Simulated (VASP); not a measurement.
Input of a VASP 6.6.1 run:

INCAR

```
  PREC = Accurate
  ENCUT = 520
  EDIFF = 1E-7
  ISMEAR = 0
  SIGMA = 0.2
  LREAL = F
  LASPH = T
  NELM = 80
  ALGO = Normal
  ISIF = 2
  LWAVE = F
  LCHARG = F
  GGA = PS
  NBANDS = 30
```

KPOINTS

```
regular mesh
0
Gamma
  10 10 10
```

The input POSCAR:

```
In3Se
1.0
    4.8037580000      0.0000000000      0.0000000000
    0.0000000000      4.8037580000      0.0000000000
    0.0000000000      0.0000000000      4.8037580000
In Se
3 1
Direct
    0.0000000000      0.5000000000      0.5000000000
    0.5000000000      0.0000000000      0.5000000000
    0.5000000000      0.5000000000      0.0000000000
    0.0000000000      0.0000000000      0.0000000000
```

Potentials or basis: VASP PAW PBE potentials, release 64 (In_d, Se).

Command:

```console
$ cat potpaw_PBE.64/In_d/POTCAR potpaw_PBE.64/Se/POTCAR > POTCAR
$ mpirun -np 1 vasp_std > vasp.out
```

Q: Estimate the pressure.

A: -3.0 GPa.

Caveat: the PAW data sets were made with another functional, which shifts forces and pressure a little.
